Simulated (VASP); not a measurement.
# Y (Fm-3m) in VASP: further runs

The runs below take Y through single point, with r2SCAN.

Program: VASP 6.6.1. These are calculated values, not measurements. Logs are shortened: lines on timing, memory, paths and dates and some standing lists are left out, and cuts for length are marked.

### 1 The cell of the first run

The structure is cubic, space group Fm-3m (No. 225). Conventional cell: a = 5.067 Å, b = 5.067 Å, c = 5.067 Å, α = 90.00°, β = 90.00°, γ = 90.00°. Y (site symmetry m-3m) has 12 Y at 3.58 Å within 4.7 Å.

### 2 Single point, r2SCAN

The input, POSCAR:

```
Y
1.0
    0.0000000000      2.5333446508      2.5333446508
    2.5333446508      0.0000000000      2.5333446508
    2.5333446508      2.5333446508      0.0000000000
Y
1
Direct
    0.0000000000      0.0000000000      0.0000000000
```

The input, INCAR.step1:

```
SYSTEM = Y
  ALGO = Normal
  EDIFF = 1E-4
  ENCUT = 520
  GGA = PE
  ISMEAR = 0
  LASPH = .TRUE.
  LCHARG = .FALSE.
  LREAL = .FALSE.
  LWAVE = .TRUE.
  NBANDS = 12
  NELM = 100
  PREC = Accurate
  SIGMA = 0.05
```

The input, INCAR.step2:

```
SYSTEM = Y
  ALGO = Normal
  EDIFF = 1E-6
  ENCUT = 520
  ISIF = 2
  ISMEAR = 0
  ISTART = 1
  LASPH = .TRUE.
  LCHARG = .TRUE.
  LELF = .TRUE.
  LMIXTAU = .TRUE.
  LREAL = .FALSE.
  LVHAR = .TRUE.
  LWAVE = .FALSE.
  METAGGA = R2SCAN
  NBANDS = 12
  NELM = 100
  PREC = Accurate
  SIGMA = 0.05
```

The input, KPOINTS:

```
k-points
0
G
  14 14 14
  0 0 0
```

Potentials or basis: VASP PAW PBE potentials, release 64 (Y_sv).

Started as:

```
cat potpaw_PBE.64/Y_sv/POTCAR > POTCAR
cp INCAR.step1 INCAR
mpirun -np 1 vasp_std > vasp.out
cp INCAR.step2 INCAR
mpirun -np 1 vasp_std > vasp.out
```

OUTCAR:

```text
SYSTEM = Y
   EDIFF = 1E-6
   ENCUT = 520
   ISIF = 2
   ISMEAR = 0
   ISTART = 1
   LASPH = .TRUE.
   LREAL = .FALSE.
   METAGGA = R2SCAN
   NELM = 100
   PREC = Accurate

 ion  position               nearest neighbor table
   1  0.000  0.000  0.000-

  LATTYP: Found a face centered cubic cell.
 ALAT       =     5.0666893016

  Lattice vectors:

 A1 = (   0.0000000000,   2.5333446508,   2.5333446508)
 A2 = (   2.5333446508,   0.0000000000,   2.5333446508)
 A3 = (   2.5333446508,   2.5333446508,   0.0000000000)

Analysis of symmetry for initial positions (statically):
=====================================================================
 Subroutine PRICEL returns:
 Original cell was already a primitive cell.

 Routine SETGRP: Setting up the symmetry group for a
 face centered cubic supercell.

 Subroutine GETGRP returns: Found 48 space group operations
 (whereof 48 operations were pure point group operations)
 out of a pool of 48 trial point group operations.

The static configuration has the point symmetry O_h .

Analysis of symmetry for dynamics (positions and initial velocities):
=====================================================================
 Subroutine PRICEL returns:
 Original cell was already a primitive cell.

 Routine SETGRP: Setting up the symmetry group for a
 face centered cubic supercell.

 Subroutine GETGRP returns: Found 48 space group operations
 (whereof 48 operations were pure point group operations)
 out of a pool of 48 trial point group operations.

The dynamic configuration has the point symmetry O_h .

 Subroutine INISYM returns: Found 48 space group operations
 (whereof 48 operations are pure point group operations),
 and found     1 'primitive' translations

----------------------------------------------------------------------------------------

                                     Primitive cell

  volume of cell :      32.5172

  direct lattice vectors                    reciprocal lattice vectors
     0.000000000  2.533344651  2.533344651    -0.197367539  0.197367539  0.197367539
     2.533344651  0.000000000  2.533344651     0.197367539 -0.197367539  0.197367539
     2.533344651  2.533344651  0.000000000     0.197367539  0.197367539 -0.197367539

  length of vectors
     3.582690363  3.582690363  3.582690363     0.341850606  0.341850606  0.341850606

  position of ions in fractional coordinates (direct lattice)
     0.000000000  0.000000000  0.000000000

  ion indices of the primitive-cell ions
   primitive index   ion index
                 1           1

----------------------------------------------------------------------------------------

 KPOINTS: k-points

Automatic generation of k-mesh.
 Grid dimensions read from file:
 generate k-points for:   14   14   14

 Generating k-lattice:

  Cartesian coordinates                     Fractional coordinates (reciprocal lattice)
    -0.014097681  0.014097681  0.014097681     0.071428571  0.000000000  0.000000000
     0.014097681 -0.014097681  0.014097681     0.000000000  0.071428571  0.000000000
     0.014097681  0.014097681 -0.014097681     0.000000000  0.000000000  0.071428571

  Length of vectors
     0.024417900  0.024417900  0.024417900

  Shift w.r.t. Gamma in fractional coordinates (k-lattice)
     0.000000000  0.000000000  0.000000000

 Subroutine IBZKPT returns following result:
 ===========================================

 Found    104 irreducible k-points:

 Following reciprocal coordinates:
            Coordinates               Weight
  0.000000  0.000000  0.000000      1.000000
  0.071429  0.000000  0.000000      8.000000
  0.142857  0.000000  0.000000      8.000000
  0.214286  0.000000  0.000000      8.000000
  0.285714  0.000000  0.000000      8.000000
  0.357143  0.000000  0.000000      8.000000
[... 16 lines left out ...]
  0.214286  0.142857  0.000000     24.000000
  0.285714  0.142857  0.000000     24.000000
 [... further k-points ...]
   k-points           NKPTS =    104   k-points in BZ     NKDIM =    104   number of bands    NBANDS=     12
   number of dos      NEDOS =    301   number of ions     NIONS =      1
   total plane-waves  NPLWV =  21952
   dimension x,y,z NGX =    28 NGY =   28 NGZ =   28
   dimension x,y,z NGXF=    56 NGYF=   56 NGZF=   56
   ions per type =               1
   NGX,Y,Z   is equivalent  to a cutoff of  12.99, 12.99, 12.99 a.u.
   NGXF,Y,Z  is equivalent  to a cutoff of  25.99, 25.99, 25.99 a.u.
 SYSTEM =  Y
   PREC   = accura    normal or accurate (medium, high low for compatibility)
   ISTART =      1    job   : 0-new  1-cont  2-samecut
   ICHARG =      0    charge: 1-file 2-atom 10-const
   ISPIN  =      1    spin polarized calculation?
   LNONCOLLINEAR =      F non collinear calculations
   LSORBIT =      F    spin-orbit coupling
   LASPH  =      T    aspherical Exc in radial PAW
   ENCUT  =  520.0 eV  38.22 Ry    6.18 a.u.   6.66  6.66  6.66*2*pi/ulx,y,z
   NELM   =    100;   NELMIN=  2; NELMDL=  0     # of ELM steps
   EDIFF  = 0.1E-05   stopping-criterion for ELM
   LREAL  =      F    real-space projection
   EDIFFG = 0.1E-04   stopping-criterion for IOM
   NSW    =      0    number of steps for IOM
   IBRION =     -1    ionic relax: 0-MD 1-quasi-New 2-CG
   NFREE  =      0    steps in history (QN), initial steepest desc. (CG)
   ISIF   =      2    stress and relaxation
   ISYM   =      2    0-nonsym 1-usesym 2-fastsym
   POTIM  = 0.5000    time-step for ionic-motion
   TEBEG  =    0.0;   TEEND  =   0.0 temperature during run
   PSTRESS=    0.0 pullay stress
   NELECT =      11.0000    total number of electrons
   NUPDOWN=      -1.0000    fix difference up-down
   EMIN   =  10.00;   EMAX   =-10.00  energy-range for DOS
   EFERMI =   0.00;   METHOD = LEGACY
   ISMEAR =     0;   SIGMA  =   0.05  broadening in eV -4-tet -1-fermi 0-gaus
   EFERMI_NEDOS =   21; number of points for ismear=-14 and -15
   IALGO  =     38    algorithm
   IMIX   =      4    mixing-type and parameters
     AMIX     =   0.40;   BMIX     =  1.00
     AMIX_MAG =   1.60;   BMIX_MAG =  1.00
  volume/ion in A,a.u.               =      32.52       219.44
  Fermi-wavevector in a.u.,A,eV,Ry     =   1.140691  2.155594 17.703582  1.301177
  Thomas-Fermi vector in A             =   2.277393
   LORBIT       =      0    0 simple, 1 ext, 2 COOP (PROOUT), +10 PAW based schemes
   METAGGA = R2SCAN    functional components
   LHFCALC =     F    Hartree Fock is set to
   AEXX    =    0.0000 exact exchange contribution
   IVDW    =     0    specifies the selected vdW correction
   LEPSILON=     F    determine dielectric tensor
   LRPA    =     F    only Hartree local field effects (RPA)
 non-spin polarized calculation
 Gauss-broadening in eV      SIGMA  =   0.05
  energy-cutoff  :      520.00
  volume of cell :       32.52
 maximum number of plane-waves:       897
   NGX = 13   NGY = 13   NGZ = 13

 number of electron      11.0000000 magnetization

 Free energy of the ion-electron system (eV)
  ---------------------------------------------------
  ext. energy  EPLUGINS =         0.00000000
  ---------------------------------------------------
  free energy    TOTEN  =       -20.22209620 eV

  energy without entropy =      -20.22012782  energy(sigma->0) =      -20.22111201

 E-fermi :   3.1606     XC(G=0): -10.1205

 val. band max:        3.1457512715   @ k =  -0.3571   0.2143   0.0000
 cond. band min:       3.1722797447   @ k =  -0.3571   0.4286   0.2143
 fundamental gap:      0.0265284733
 Fermi energy:         3.1606036098

 k-point     1 :       0.0000    0.0000    0.0000
  band No.  band energies     occupation
      1     -41.0342      2.00000
      2     -20.0659      2.00000
      3     -20.0659      2.00000
      4     -20.0659      2.00000
      5      -1.8581      2.00000
      6       5.1942      0.00000
      7       5.1942      0.00000
      8       5.1942      0.00000
      9       7.3345      0.00000
     10       7.3345      0.00000
     11      12.4616      0.00000
     12      16.0034      0.00000

 k-point     2 :       0.0714    0.0000    0.0000
  band No.  band energies     occupation
      1     -41.0307      2.00000
      2     -20.0972      2.00000
      3     -20.0697      2.00000
      4     -20.0697      2.00000
      5      -1.7257      2.00000
      6       5.0292      0.00000
      7       5.2565      0.00000
      8       5.2565      0.00000
      9       7.2600      0.00000
     10       7.2600      0.00000
     11      12.7779      0.00000
     12      15.3744      0.00000

 k-point     3 :       0.1429    0.0000    0.0000
  band No.  band energies     occupation
      1     -41.0208      2.00000
      2     -20.1839      2.00000
      3     -20.0805      2.00000
      4     -20.0805      2.00000
      5      -1.3449      2.00000
      6       4.6282      0.00000
      7       5.3995      0.00000
      8       5.3995      0.00000
      9       7.1217      0.00000
     10       7.1217      0.00000
     11      13.4854      0.00000
     12      14.4295      0.00000
[... 286 lines left out ...]
 k-point    23 :       0.2143    0.1429    0.0000
  band No.  band energies     occupation
      1     -41.0057      2.00000
      2     -20.2604      2.00000
      3     -20.1259      2.00000
      4     -20.1212      2.00000
      5      -0.7481      2.00000
      6       4.0430      0.00000
      7       5.5846      0.00000
      8       5.7702      0.00000
      9       6.2040      0.00000
     10       7.6901      0.00000
     11      14.5692      0.00000
     12      14.9152      0.00000

 k-point    24 :       0.2857    0.1429    0.0000
  band No.  band energies     occupation
      1     -40.9918      2.00000
      2     -20.3690      2.00000
      3     -20.1453      2.00000
      4     -20.1395      2.00000
      5      -0.1511      2.00000
      6       3.7007      0.00000
      7       5.1670      0.00000
      8       5.8407      0.00000
      9       6.6592      0.00000
     10       7.9342      0.00000
     11      13.7338      0.00000
     12      15.5369      0.00000

 [... further k-points ...]
[... 5 lines left out ...]
  --------------------------------------------------------------------------------------
  -------------------------------------------------------------------------------------
  Total        0.1875364      0.1875364      0.1875364     -0.0000000     -0.0000000     -0.0000000
  in kB        9.2402431      9.2402431      9.2402431     -0.0000000     -0.0000000     -0.0000000
  external PRESSURE =       9.2402431 kB  Pullay stress =       0.0000000 kB

 VOLUME and BASIS-vectors are now :
 -----------------------------------------------------------------------------
  energy-cutoff  :      520.00
  volume of cell :       32.52
      direct lattice vectors                 reciprocal lattice vectors
     0.000000000  2.533344651  2.533344651    -0.197367539  0.197367539  0.197367539
     2.533344651  0.000000000  2.533344651     0.197367539 -0.197367539  0.197367539
     2.533344651  2.533344651  0.000000000     0.197367539  0.197367539 -0.197367539

 POSITION                                       TOTAL-FORCE (eV/Angst)
 -----------------------------------------------------------------------------------
      0.00000      0.00000      0.00000         0.000000      0.000000      0.000000
 -----------------------------------------------------------------------------------
    total drift:                               -0.000000     -0.000000     -0.000000

  FREE ENERGIE OF THE ION-ELECTRON SYSTEM (eV)
  ---------------------------------------------------
  free  energy   TOTEN  =       -20.2220962007 eV

  energy  without entropy=      -20.2201278216  energy(sigma->0) =      -20.22111201
```

It took 4.4 min on 1 thread of Intel Xeon 8259CL, shared host; peak memory 0.21 GiB.

Results:

| Property | Result |
| --- | --- |
| Free energy | -20.2221 eV |
| Pressure | 0.9 GPa |

Caveat: the PAW data sets were made with another functional, which shifts forces and pressure a little.

### 3 Single point, r2SCAN

This run uses another cell than the first one, of 33.22 Å³/atom, 1.022 times its volume.

The input, POSCAR:

```
Y
1.0
    0.0000000000      2.5514438835      2.5514438835
    2.5514438835      0.0000000000      2.5514438835
    2.5514438835      2.5514438835      0.0000000000
Y
1
Direct
    0.0000000000      0.0000000000      0.0000000000
```

The input, INCAR.step1:

```
ALGO = Normal ; EDIFF = 1E-4
ENCUT = 520 ; GGA = PE
ISMEAR = 0 ; LASPH = T
LCHARG = F ; LREAL = F
LWAVE = T ; NBANDS = 12
NELM = 60 ; PREC = Accurate
SIGMA = 0.05
```

The input, INCAR.step2:

```
ALGO = Normal ; EDIFF = 1E-6
ENCUT = 520 ; ISIF = 2
ISMEAR = 0 ; ISTART = 1
LASPH = T ; LCHARG = F
LMIXTAU = T ; LREAL = F
LWAVE = F ; METAGGA = R2SCAN
NBANDS = 12 ; NELM = 60
PREC = Accurate ; SIGMA = 0.05
```

The input, KPOINTS:

```
k-points
0
Gamma
  14 14 14
```

Potentials or basis: VASP PAW PBE potentials, release 64 (Y_sv).

Started as:

```
cat potpaw_PBE.64/Y_sv/POTCAR > POTCAR
cp INCAR.step1 INCAR
mpirun -np 1 vasp_std > vasp.out
cp INCAR.step2 INCAR
mpirun -np 1 vasp_std > vasp.out
```

It took 4.3 min on 1 thread of Intel Xeon 8259CL, shared host; peak memory 0.21 GiB.

It converged, with:

| Property | Result |
| --- | --- |
| Free energy | -20.2242 eV |
| Pressure | 0.1 GPa |

Levels at points of the mesh, in eV from the Fermi level:
```tsv
k point	band 3	band 4	band 5	band 6	band 7	band 8
(0.00, 0.00, 0.00)	-23.30	-23.30	-4.99	2.01	2.01	2.01
(0.50, 0.00, 0.00)	-23.37	-23.37	-2.00	0.37	1.83	1.83
(0.50, 0.50, 0.00)	-23.49	-23.49	-1.77	-0.82	1.92	5.55
```

Caveat: the PAW data sets were made with another functional, which shifts forces and pressure a little.
